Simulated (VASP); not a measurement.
# Hg (Fm-3m) in VASP: a series of runs, part 2 of 3

VASP 6.6.1. Earlier steps stand in the parts before.

**4. Single point, PBEsol**

INCAR reads:

```
  PREC = Accurate
  ENCUT = 520
  EDIFF = 1E-7
  ISMEAR = 0
  SIGMA = 0.1
  LREAL = F
  LASPH = T
  NELM = 100
  ALGO = Normal
  ISIF = 2
  LWAVE = F
  LCHARG = F
  GGA = PS
  NBANDS = 12
```

KPOINTS reads:

```
regular mesh
0
Gamma
  8 8 8
```

POSCAR reads:

```
Hg
1.0
    0.0000000000      2.3919113801      2.3919113801
    2.3919113801      0.0000000000      2.3919113801
    2.3919113801      2.3919113801      0.0000000000
Hg
1
Direct
    0.0000000000      0.0000000000      0.0000000000
```

Potentials or basis: VASP PAW PBE potentials, release 64 (Hg).

Command:

```
cat potpaw_PBE.64/Hg/POTCAR > POTCAR
mpirun -np 1 vasp_std > vasp.out
```

OUTCAR:

```text
PREC = Accurate
   ENCUT = 520
   EDIFF = 1E-7
   ISMEAR = 0
   LREAL = F
   LASPH = T
   NELM = 100
   ISIF = 2
   GGA = PS

 ion  position               nearest neighbor table
   1  0.000  0.000  0.000-

  LATTYP: Found a face centered cubic cell.
 ALAT       =     4.7838227602

  Lattice vectors:

 A1 = (   0.0000000000,   2.3919113801,   2.3919113801)
 A2 = (   2.3919113801,   0.0000000000,   2.3919113801)
 A3 = (   2.3919113801,   2.3919113801,   0.0000000000)

Analysis of symmetry for initial positions (statically):
=====================================================================
 Subroutine PRICEL returns:
 Original cell was already a primitive cell.

 Routine SETGRP: Setting up the symmetry group for a
 face centered cubic supercell.

 Subroutine GETGRP returns: Found 48 space group operations
 (whereof 48 operations were pure point group operations)
 out of a pool of 48 trial point group operations.

The static configuration has the point symmetry O_h .

Analysis of symmetry for dynamics (positions and initial velocities):
=====================================================================
 Subroutine PRICEL returns:
 Original cell was already a primitive cell.

 Routine SETGRP: Setting up the symmetry group for a
 face centered cubic supercell.

 Subroutine GETGRP returns: Found 48 space group operations
 (whereof 48 operations were pure point group operations)
 out of a pool of 48 trial point group operations.

The dynamic configuration has the point symmetry O_h .

 Subroutine INISYM returns: Found 48 space group operations
 (whereof 48 operations are pure point group operations),
 and found     1 'primitive' translations

----------------------------------------------------------------------------------------

                                     Primitive cell

  volume of cell :      27.3694
[... 112 lines left out ...]
   GGA     = PS    functional components
   LHFCALC =     F    Hartree Fock is set to
   AEXX    =    0.0000 exact exchange contribution
   IVDW    =     0    specifies the selected vdW correction
   LEPSILON=     F    determine dielectric tensor
   LRPA    =     F    only Hartree local field effects (RPA)
 non-spin polarized calculation
 Gauss-broadening in eV      SIGMA  =   0.10
  energy-cutoff  :      520.00
  volume of cell :       27.37
 maximum number of plane-waves:       754
 NGX is ok and might be reduce to    28
   NGX = 13   NGY = 13   NGZ = 13

 number of electron      11.9999999 magnetization

 Free energy of the ion-electron system (eV)
  ---------------------------------------------------
  ext. energy  EPLUGINS =         0.00000000
  ---------------------------------------------------
  free energy    TOTEN  =        -0.50164242 eV

  energy without entropy =       -0.49950204  energy(sigma->0) =       -0.50057223

 E-fermi :   1.3877     XC(G=0): -10.2426

 val. band max:        1.3713155574   @ k =   0.5000   0.5000   0.0000
 cond. band min:       1.5187193300   @ k =   0.5000   0.1250   0.0000
 fundamental gap:      0.1474037726
 Fermi energy:         1.3876694683

 k-point     1 :       0.0000    0.0000    0.0000
  band No.  band energies     occupation
      1      -6.4826      2.00000
      2      -5.0468      2.00000
      3      -5.0468      2.00000
      4      -5.0468      2.00000
      5      -4.5738      2.00000
      6      -4.5738      2.00000
      7      14.6499      0.00000
      8      14.8749      0.00000
      9      14.8749      0.00000
     10      14.8749      0.00000
     11      18.6878      0.00000
     12      19.6813      0.00000
[... 331 lines left out ...]
 k-point    24 :      -0.3750    0.2500    0.1250
  band No.  band energies     occupation
      1      -5.3835      2.00000
      2      -5.1779      2.00000
      3      -4.7277      2.00000
      4      -4.6587      2.00000
      5      -4.2034      2.00000
      6       0.0256      2.00000
      7       1.8398      0.00000
      8       8.0464      0.00000
      9       9.6342      0.00000
     10      14.7732      0.00000
     11      18.0179      0.00000
     12      22.0826      0.00000

 [... further k-points ...]

------------------------ aborting loop because EDIFF is reached ----------------------------------------

  FORCE on cell =-STRESS in cart. coord.  units (eV):
  Direction    XX          YY          ZZ          XY          YZ          ZX
  --------------------------------------------------------------------------------------
  -------------------------------------------------------------------------------------
  Total       -0.3073211     -0.3073211     -0.3073211     -0.0000000      0.0000000      0.0000000
  in kB      -17.9902695    -17.9902695    -17.9902695     -0.0000000      0.0000000      0.0000000
  external PRESSURE =     -17.9902695 kB  Pullay stress =       0.0000000 kB

 VOLUME and BASIS-vectors are now :
 -----------------------------------------------------------------------------
  energy-cutoff  :      520.00
  volume of cell :       27.37
      direct lattice vectors                 reciprocal lattice vectors
     0.000000000  2.391911380  2.391911380    -0.209037845  0.209037845  0.209037845
     2.391911380  0.000000000  2.391911380     0.209037845 -0.209037845  0.209037845
     2.391911380  2.391911380  0.000000000     0.209037845  0.209037845 -0.209037845

 POSITION                                       TOTAL-FORCE (eV/Angst)
 -----------------------------------------------------------------------------------
      0.00000      0.00000      0.00000         0.000000     -0.000000     -0.000000
 -----------------------------------------------------------------------------------
    total drift:                               -0.000000     -0.000000     -0.000000

  FREE ENERGIE OF THE ION-ELECTRON SYSTEM (eV)
  ---------------------------------------------------
  free  energy   TOTEN  =        -0.5016424165 eV

  energy  without entropy=       -0.4995020396  energy(sigma->0) =       -0.50057223
```

OSZICAR:

```text
N       E                     dE             d eps       ncg     rms          rms(c)
DAV:   1     0.667222981443E+02    0.66722E+02   -0.64159E+03   760   0.931E+02
DAV:   2     0.613438340361E+00   -0.66109E+02   -0.60957E+02   748   0.216E+02
DAV:   3    -0.530672974142E+00   -0.11441E+01   -0.11432E+01   812   0.311E+01
DAV:   4    -0.531745620730E+00   -0.10726E-02   -0.10726E-02   812   0.996E-01
DAV:   5    -0.531747277564E+00   -0.16568E-05   -0.16569E-05   832   0.382E-02    0.215E+00
DAV:   6    -0.503747878459E+00    0.27999E-01   -0.71199E-02   836   0.295E+00    0.176E+00
DAV:   7    -0.501786509847E+00    0.19614E-02   -0.64914E-03   812   0.748E-01    0.925E-01
DAV:   8    -0.501628619670E+00    0.15789E-03   -0.57945E-04   808   0.308E-01    0.305E-02
DAV:   9    -0.501639342562E+00   -0.10723E-04   -0.46530E-06   824   0.185E-02    0.950E-03
DAV:  10    -0.501642454719E+00   -0.31122E-05   -0.24607E-06   796   0.172E-02    0.699E-04
DAV:  11    -0.501642416485E+00    0.38234E-07   -0.18857E-08   492   0.105E-03
   1 F= -.50164242E+00 E0= -.50057223E+00  d E =-.214038E-02
```

stdout:

```text
POSCAR found type information on POSCAR Hg
 POSCAR found :  1 types and       1 ions
 scaLAPACK will be used
 -----------------------------------------------------------------------------
|                                                                             |
|                                                                             |
|     You enforced a specific xc type in the INCAR file but a different       |
|     I HOPE YOU KNOW WHAT YOU ARE DOING!                                     |
|                                                                             |
 -----------------------------------------------------------------------------

 LDA part: xc-table for (Slater+PW92), standard interpolation
 POSCAR, INCAR and KPOINTS ok, starting setup
 FFT: planning ... GRIDC
 FFT: planning ... GRID_SOFT
 FFT: planning ... GRID
 WAVECAR not read
 entering main loop
```

It took 16 s on 1 thread of Intel Xeon 8259CL, shared host; peak memory 0.16 GiB.

What came out:

```yaml
Free_energy: -0.5016 eV
Pressure: -1.8 GPa
Band_gap_on_the_k_mesh: zero (band 6 reaches 1.37 eV, above the bottom of band 7 at 0.42 eV)
```

Levels at points of the mesh, in eV from the Fermi level:
```csv
k point,band 2,band 3,band 4,band 5,band 6,band 7,band 8,band 9,band 10,band 11
"(0.00, 0.00, 0.00)",-6.43,-6.43,-6.43,-5.96,-5.96,13.26,13.49,13.49,13.49,17.30
"(0.50, 0.00, 0.00)",-6.43,-6.43,-5.56,-5.56,-1.79,-0.97,11.33,11.33,12.53,16.14
"(0.50, 0.50, 0.00)",-7.08,-5.59,-5.45,-5.45,-0.02,0.26,6.62,6.62,10.42,12.02
```

Caveat: the PAW data sets were made with another functional, which shifts forces and pressure a little; spin-orbit coupling is left out, which moves the levels of the heavy elements.

(Continued in part 3 of 3.)
